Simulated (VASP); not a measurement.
# Si (a cell with a defect) in VASP: relaxation of the atoms with PBE

Aim: the relaxation of the atoms of Si (a cell with a defect) with PBE.

Program: VASP 6.6.1. These are calculated values, not measurements. Logs are shortened: lines on timing, memory, paths and dates and some standing lists are left out, and cuts for length are marked.

## (1) The cell of the first run

The cell holds a defect, 17 atoms: a = 7.679 Å, b = 7.679 Å, c = 7.679 Å, α = 60.00°, β = 60.00°, γ = 60.00°.

## (2) Relaxation of the atoms, PBE

Contents of INCAR:

```
PREC = Accurate ; ENCUT = 450
EDIFF = 1E-7 ; ISMEAR = 0
SIGMA = 0.05 ; LREAL = F
LASPH = T ; NELM = 120
ALGO = Normal ; ISIF = 2
LWAVE = F ; LCHARG = F
GGA = PE ; IBRION = 2
NSW = 80 ; EDIFFG = -0.03
GGA_COMPAT = F ; NELMIN = 4
```

Contents of KPOINTS:

```
Automatic mesh
0
Gamma
  2 2 2
```

Contents of POSCAR:

```
Si
1.0
    0.0000000000      5.4300000000      5.4300000000
    5.4300000000      0.0000000000      5.4300000000
    5.4300000000      5.4300000000      0.0000000000
Si
17
Direct
    0.0000000000      0.0000000000      0.0000000000
    0.1250000000      0.1250000000      0.1250000000
    0.0000000000      0.0000000000      0.5000000000
    0.1250000000      0.1250000000      0.6250000000
    0.0000000000      0.5000000000      0.0000000000
    0.1250000000      0.6250000000      0.1250000000
    0.0000000000      0.5000000000      0.5000000000
    0.1250000000      0.6250000000      0.6250000000
    0.5000000000      0.0000000000      0.0000000000
    0.6250000000      0.1250000000      0.1250000000
    0.5000000000      0.0000000000      0.5000000000
    0.6250000000      0.1250000000      0.6250000000
    0.5000000000      0.5000000000      0.0000000000
    0.6250000000      0.6250000000      0.1250000000
    0.5000000000      0.5000000000      0.5000000000
    0.6250000000      0.6250000000      0.6250000000
    0.3160041700      1.0619272600      0.8014812400
```

Potentials or basis: VASP PAW PBE potentials, release 64 (Si).

Command:

```
> cat potpaw_PBE.64/Si/POTCAR > POTCAR
> mpirun -np 1 vasp_std > vasp.out
```

OUTCAR:

```text
PREC = Accurate
   ENCUT = 450
   EDIFF = 1E-7
   ISMEAR = 0
   LREAL = F
   LASPH = T
   NELM = 120
   ISIF = 2
   GGA = PE
   IBRION = 2
   NSW = 80
   EDIFFG = -0.03
   NELMIN = 4

 ion  position               nearest neighbor table
   1  0.000  0.000  0.000-  17 2.27   4 2.35   6 2.35  10 2.35   2 2.35
   2  0.125  0.125  0.125-  17 2.33   3 2.35   5 2.35   9 2.35   1 2.35
   3  0.000  0.000  0.500-   2 2.35   4 2.35   8 2.35  12 2.35
   4  0.125  0.125  0.625-  17 2.20   3 2.35   7 2.35  11 2.35   1 2.35
   5  0.000  0.500  0.000-   2 2.35   6 2.35   8 2.35  14 2.35
   6  0.125  0.625  0.125-   1 2.35   5 2.35   7 2.35  13 2.35
   7  0.000  0.500  0.500-   4 2.35   6 2.35   8 2.35  16 2.35
   8  0.125  0.625  0.625-   3 2.35   5 2.35   7 2.35  15 2.35
   9  0.500  0.000  0.000-  17 2.30  10 2.35  12 2.35  14 2.35   2 2.35
  10  0.625  0.125  0.125-   1 2.35   9 2.35  11 2.35  13 2.35
  11  0.500  0.000  0.500-  17 2.18  10 2.35  12 2.35  16 2.35   4 2.35
  12  0.625  0.125  0.625-  17 2.23   9 2.35  11 2.35  15 2.35   3 2.35
  13  0.500  0.500  0.000-   6 2.35  10 2.35  14 2.35  16 2.35
  14  0.625  0.625  0.125-   5 2.35   9 2.35  13 2.35  15 2.35
  15  0.500  0.500  0.500-   8 2.35  12 2.35  14 2.35  16 2.35
  16  0.625  0.625  0.625-   7 2.35  11 2.35  13 2.35  15 2.35
  17  0.316  0.062  0.801-  11 2.18   4 2.20  12 2.23   1 2.27   9 2.30   2 2.33

  LATTYP: Found a face centered cubic cell.
 ALAT       =    10.8600000000

  Lattice vectors:

 A1 = (   0.0000000000,   5.4300000000,   5.4300000000)
 A2 = (   5.4300000000,   0.0000000000,   5.4300000000)
 A3 = (   5.4300000000,   5.4300000000,   0.0000000000)

Analysis of symmetry for initial positions (statically):
=====================================================================
 Subroutine PRICEL returns:
 Original cell was already a primitive cell.

 Routine SETGRP: Setting up the symmetry group for a
 face centered cubic supercell.

 Subroutine GETGRP returns: Found  1 space group operations
 (whereof  1 operations were pure point group operations)
 out of a pool of 48 trial point group operations.

The static configuration has the point symmetry C_1 .

Analysis of symmetry for dynamics (positions and initial velocities):
=====================================================================
 Subroutine PRICEL returns:
 Original cell was already a primitive cell.

 Routine SETGRP: Setting up the symmetry group for a
 face centered cubic supercell.

 Subroutine GETGRP returns: Found  1 space group operations
 (whereof  1 operations were pure point group operations)
 out of a pool of 48 trial point group operations.

The dynamic configuration has the point symmetry C_1 .

 Subroutine INISYM returns: Found  1 space group operations
 (whereof  1 operations are pure point group operations),
 and found     1 'primitive' translations

----------------------------------------------------------------------------------------

                                     Primitive cell

  volume of cell :     320.2060

  direct lattice vectors                    reciprocal lattice vectors
     0.000000000  5.430000000  5.430000000    -0.092081031  0.092081031  0.092081031
     5.430000000  0.000000000  5.430000000     0.092081031 -0.092081031  0.092081031
     5.430000000  5.430000000  0.000000000     0.092081031  0.092081031 -0.092081031

  length of vectors
     7.679179644  7.679179644  7.679179644     0.159489025  0.159489025  0.159489025

  position of ions in fractional coordinates (direct lattice)
     0.000000000  0.000000000  0.000000000
     0.125000000  0.125000000  0.125000000
     0.000000000  0.000000000  0.500000000
     0.125000000  0.125000000  0.625000000
     0.000000000  0.500000000  0.000000000
     0.125000000  0.625000000  0.125000000
[... 9 lines left out ...]
     0.625000000  0.625000000  0.625000000
     0.316004170  0.061927260  0.801481240

  ion indices of the primitive-cell ions
   primitive index   ion index
                 1           1
                 2           2
                 3           3
                 4           4
                 5           5
                 6           6
[... 9 lines left out ...]
                16          16
                17          17

----------------------------------------------------------------------------------------

 KPOINTS: Automatic mesh

Automatic generation of k-mesh.
 Grid dimensions read from file:
 generate k-points for:    2    2    2

 Generating k-lattice:

  Cartesian coordinates                     Fractional coordinates (reciprocal lattice)
    -0.046040516  0.046040516  0.046040516     0.500000000  0.000000000  0.000000000
     0.046040516 -0.046040516  0.046040516     0.000000000  0.500000000  0.000000000
     0.046040516  0.046040516 -0.046040516     0.000000000  0.000000000  0.500000000

  Length of vectors
     0.079744512  0.079744512  0.079744512

  Shift w.r.t. Gamma in fractional coordinates (k-lattice)
     0.000000000  0.000000000  0.000000000

 Subroutine IBZKPT returns following result:
 ===========================================

 Found      8 irreducible k-points:

 Following reciprocal coordinates:
            Coordinates               Weight
  0.000000  0.000000  0.000000      1.000000
  0.500000  0.000000  0.000000      1.000000
  0.000000  0.500000  0.000000      1.000000
  0.000000  0.000000  0.500000      1.000000
  0.500000  0.500000  0.500000      1.000000
  0.500000  0.500000  0.000000      1.000000
  0.000000  0.500000  0.500000      1.000000
  0.500000  0.000000  0.500000      1.000000
   k-points           NKPTS =      8   k-points in BZ     NKDIM =      8   number of bands    NBANDS=     43
   number of dos      NEDOS =    301   number of ions     NIONS =     17
   total plane-waves  NPLWV = 157464
   dimension x,y,z NGX =    54 NGY =   54 NGZ =   54
   dimension x,y,z NGXF=   108 NGYF=  108 NGZF=  108
   ions per type =              17
   NGX,Y,Z   is equivalent  to a cutoff of  11.69, 11.69, 11.69 a.u.
   NGXF,Y,Z  is equivalent  to a cutoff of  23.38, 23.38, 23.38 a.u.
 SYSTEM =  unknown system
   PREC   = accura    normal or accurate (medium, high low for compatibility)
   ISTART =      0    job   : 0-new  1-cont  2-samecut
   ICHARG =      2    charge: 1-file 2-atom 10-const
   ISPIN  =      1    spin polarized calculation?
   LNONCOLLINEAR =      F non collinear calculations
   LSORBIT =      F    spin-orbit coupling
   LASPH  =      T    aspherical Exc in radial PAW
   ENCUT  =  450.0 eV  33.07 Ry    5.75 a.u.  13.28 13.28 13.28*2*pi/ulx,y,z
   NELM   =    120;   NELMIN=  4; NELMDL= -5     # of ELM steps
   EDIFF  = 0.1E-06   stopping-criterion for ELM
   LREAL  =      F    real-space projection
   EDIFFG = -.3E-01   stopping-criterion for IOM
   NSW    =     80    number of steps for IOM
   IBRION =      2    ionic relax: 0-MD 1-quasi-New 2-CG
   NFREE  =      1    steps in history (QN), initial steepest desc. (CG)
   ISIF   =      2    stress and relaxation
   ISYM   =      2    0-nonsym 1-usesym 2-fastsym
   POTIM  = 0.5000    time-step for ionic-motion
   TEBEG  =    0.0;   TEEND  =   0.0 temperature during run
   PSTRESS=    0.0 pullay stress
   NELECT =      68.0000    total number of electrons
   NUPDOWN=      -1.0000    fix difference up-down
   EMIN   =  10.00;   EMAX   =-10.00  energy-range for DOS
   EFERMI =   0.00;   METHOD = LEGACY
   ISMEAR =     0;   SIGMA  =   0.05  broadening in eV -4-tet -1-fermi 0-gaus
   EFERMI_NEDOS =   21; number of points for ismear=-14 and -15
   IALGO  =     38    algorithm
   IMIX   =      4    mixing-type and parameters
     AMIX     =   0.40;   BMIX     =  1.00
     AMIX_MAG =   1.60;   BMIX_MAG =  1.00
  volume/ion in A,a.u.               =      18.84       127.11
  Fermi-wavevector in a.u.,A,eV,Ry     =   0.976715  1.845724 12.979587  0.953973
  Thomas-Fermi vector in A             =   2.107356
   LORBIT       =      0    0 simple, 1 ext, 2 COOP (PROOUT), +10 PAW based schemes
   GGA     = PE    functional components
   LHFCALC =     F    Hartree Fock is set to
   AEXX    =    0.0000 exact exchange contribution
   IVDW    =     0    specifies the selected vdW correction
   LEPSILON=     F    determine dielectric tensor
   LRPA    =     F    only Hartree local field effects (RPA)
 conjugate gradient relaxation of ions
 non-spin polarized calculation
 Gauss-broadening in eV      SIGMA  =   0.05
  energy-cutoff  :      450.00
  volume of cell :      320.21
 maximum number of plane-waves:      6958
 NGX is ok and might be reduce to    54
   NGX = 27   NGY = 27   NGZ = 27

--------------------------------------- Ionic step        1  -------------------------------------------

 number of electron      68.0000003 magnetization

 Free energy of the ion-electron system (eV)
  ---------------------------------------------------
  ext. energy  EPLUGINS =         0.00000000
  ---------------------------------------------------
  free energy    TOTEN  =       -86.65939212 eV

  energy without entropy =      -86.64874614  energy(sigma->0) =      -86.65406913

------------------------ aborting loop because EDIFF is reached ----------------------------------------

  FORCE on cell =-STRESS in cart. coord.  units (eV):
  Direction    XX          YY          ZZ          XY          YZ          ZX
  --------------------------------------------------------------------------------------
  -------------------------------------------------------------------------------------
  Total       15.4293420     15.3385901     15.2538777      4.2934522      4.3235005     -4.3089374
  in kB       77.2019916     76.7479069     76.3240415     21.4826437     21.6329930    -21.5601256
  external PRESSURE =      76.7579800 kB  Pullay stress =       0.0000000 kB
[... 134 lines left out ...]
  FREE ENERGIE OF THE ION-ELECTRON SYSTEM (eV)
  ---------------------------------------------------
  free  energy   TOTEN  =       -87.3825093678 eV

  energy  without entropy=      -87.3754682036  energy(sigma->0) =      -87.37898879

[... ionic steps 4 to 16 ...]

--------------------------------------- Ionic step       17  -------------------------------------------

 number of electron      68.0000000 magnetization

------------------------ aborting loop because EDIFF is reached ----------------------------------------

  FORCE on cell =-STRESS in cart. coord.  units (eV):
  Direction    XX          YY          ZZ          XY          YZ          ZX
  --------------------------------------------------------------------------------------
  -------------------------------------------------------------------------------------
  Total        9.7093189      9.6986269      9.6889907      0.9445467      0.9200134     -0.9324998
  in kB       48.5813816     48.5278834     48.4796679      4.7261176      4.6033634     -4.6658398
  external PRESSURE =      48.5296443 kB  Pullay stress =       0.0000000 kB
[... 87 lines left out ...]
  energy  without entropy=      -87.6665759209  energy(sigma->0) =      -87.67139291

--------------------------------------- Ionic step       19  -------------------------------------------

 number of electron      68.0000000 magnetization

 Free energy of the ion-electron system (eV)
  ---------------------------------------------------
  ext. energy  EPLUGINS =         0.00000000
  ---------------------------------------------------
  free energy    TOTEN  =       -87.67672567 eV

  energy without entropy =      -87.66724163  energy(sigma->0) =      -87.67198365

 E-fermi :   6.7276     XC(G=0):  -9.6903

 val. band max:        6.4852709942   @ k =   0.0000   0.5000   0.5000
 cond. band min:       6.7343320200   @ k =   0.0000   0.5000   0.0000
 fundamental gap:      0.2490610258
 Fermi energy:         6.7276265419

 k-point     1 :       0.0000    0.0000    0.0000
  band No.  band energies     occupation
      1      -6.2196      2.00000
      2      -3.9011      2.00000
      3      -3.6335      2.00000
      4      -3.6316      2.00000
      5      -3.3955      2.00000
      6      -2.5335      2.00000
[... 401 lines left out ...]
  FREE ENERGIE OF THE ION-ELECTRON SYSTEM (eV)
  ---------------------------------------------------
  free  energy   TOTEN  =       -87.6767256694 eV

  energy  without entropy=      -87.6672416350  energy(sigma->0) =      -87.67198365

 reached required accuracy - stopping structural energy minimisation
```

Wall time 43 min (1 thread of Intel Xeon 8259CL, shared host); peak memory 0.42 GiB.

What came out:

| Property | Result |
| --- | --- |
| Free energy | -87.6767 eV |
| Energy gained by relaxing | 59.8 meV/atom |
| Ionic steps | 19 |
| Pressure after relaxing | 4.8 GPa |
| Largest force after relaxing | 0.029 eV/Å |
| Band gap on the k mesh | 0.01 eV |

Forces on the atoms (eV/Å):
```
Si   0.010  0.005  0.001
Si  -0.003 -0.001  0.006
Si   0.016  0.006  0.000
Si  -0.007 -0.008 -0.012
Si   0.015  0.017 -0.018
Si   0.007 -0.010 -0.012
Si  -0.001 -0.002  0.004
Si  -0.027 -0.002 -0.006
Si   0.006 -0.003 -0.008
Si   0.011  0.013 -0.009
Si  -0.009 -0.011  0.012
Si  -0.001  0.013  0.004
Si  -0.008 -0.023  0.016
Si   0.013  0.014  0.015
Si  -0.004 -0.001  0.008
Si   0.003  0.003 -0.005
Si  -0.019 -0.010  0.003
```

Stress tensor (GPa, compression positive):
```
 4.85  0.45 -0.45
 0.45  4.85  0.45
-0.45  0.45  4.85
```

Step by step:
| step | energy change (eV) | largest force (eV/Å) | pressure (GPa) |
| --- | --- | --- | --- |
| 1 | 0.0000 | 2.9790 | 7.68 |
| 2 | -0.7171 | 0.9283 | 6.31 |
| 3 | -0.7231 | 0.7717 | 6.34 |
| 4 | -0.8195 | 0.4139 | 6.13 |
| 5 | -0.8203 | 0.4145 | 6.11 |
| 6 | -0.8535 | 0.2854 | 6.04 |
| 7 | -0.8626 | 0.2470 | 5.99 |
| 8 | -0.8908 | 0.2058 | 5.92 |
| 9 | -0.9426 | 0.3737 | 5.69 |
| 10 | -0.9130 | 0.8141 | 5.19 |
| 11 | -0.9512 | 0.5355 | 5.52 |
| 12 | -0.9662 | 0.4829 | 5.44 |
| 13 | -0.9981 | 0.3228 | 5.20 |
| 14 | -1.0055 | 0.2548 | 4.70 |
| 15 | -1.0114 | 0.1536 | 4.90 |
| 16 | -1.0153 | 0.0695 | 4.88 |
| 17 | -1.0165 | 0.0497 | 4.85 |
| 18 | -1.0168 | 0.0409 | 4.85 |
| 19 | -1.0173 | 0.0290 | 4.85 |

Final structure:
```
CELL_PARAMETERS angstrom
0.00000 5.43000 5.43000
5.43000 0.00000 5.43000
5.43000 5.43000 0.00000
ATOMIC_POSITIONS crystal
Si 0.97540 0.00539 0.00859
Si 0.11554 0.11954 0.14883
Si 0.01725 0.94912 0.51608
Si 0.11606 0.11929 0.61486
Si 0.99866 0.49141 0.01106
Si 0.11330 0.63358 0.12609
Si 0.99862 0.49108 0.49792
Si 0.14271 0.57235 0.64202
Si 0.51033 0.00534 0.00866
Si 0.60810 0.17631 0.10710
Si 0.50958 0.00562 0.47487
Si 0.64965 0.11937 0.61460
Si 0.48242 0.55323 0.98172
Si 0.62680 0.63349 0.12609
Si 0.51205 0.49114 0.49794
Si 0.62686 0.63378 0.61228
Si 0.31268 0.06190 0.81277
```

Caveat: the k points lie up to 0.50 Å⁻¹ apart; the smearing spreads over this small gap.

The gap in the log of VASP goes by the Fermi energy; the results here count the filled bands.